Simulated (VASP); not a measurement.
Input of a VASP 6.6.1 run:

INCAR

```
  PREC = Accurate
  ENCUT = 520
  EDIFF = 1E-6
  ISMEAR = 0
  SIGMA = 0.05
  LREAL = False
  LASPH = True
  NELM = 60
  ALGO = Normal
  ISIF = 2
  LWAVE = False
  LCHARG = False
  LDIPOL = True
  IDIPOL = 3
  DIPOL = 0.5 0.5 0.394
  GGA = PE
  IVDW = 12
  NBANDS = 35
```

Contents of KPOINTS:

```
Automatic mesh
0
Gamma
  9 9 1
```

Contents of POSCAR:

```
WS2
1.0
    3.1595456682      0.0000000000      0.0000000000
   -1.5797728341      2.7362468131      0.0000000000
    0.0000000000      0.0000000000     23.8042574330
S W
4 2
Direct
    0.3333333333      0.6666666667      0.1890418137
    0.3333333333      0.6666666667      0.3214605092
    0.3333333333      0.6666666667      0.4659724735
    0.3333333333      0.6666666667      0.5983911690
    0.6666666667      0.3333333333      0.2552511584
    0.0000000000      1.0000000000      0.5321818182
```

Potentials or basis: VASP PAW PBE potentials, release 64 (S, W_sv).

The run is started by

```console
$ cat potpaw_PBE.64/S/POTCAR potpaw_PBE.64/W_sv/POTCAR > POTCAR
$ mpirun -np 1 vasp_std > vasp.out
```

Question: Estimate the band gap on the k mesh.

Answer: 1.71 eV (least direct gap 1.92 eV).

Question: What does it give for the largest force?

Answer: 0.054 eV/Å.

Question: Predict the dispersion energy per atom.

Answer: -0.352 eV.

Forces on the atoms (eV/Å):
```
S    0.000  0.000  0.003
S    0.000  0.000 -0.054
S    0.000  0.000  0.054
S    0.000  0.000 -0.003
W    0.000  0.000  0.028
W    0.000  0.000 -0.028
```

Caveat: spin-orbit coupling is left out, which moves the levels of the heavy elements.
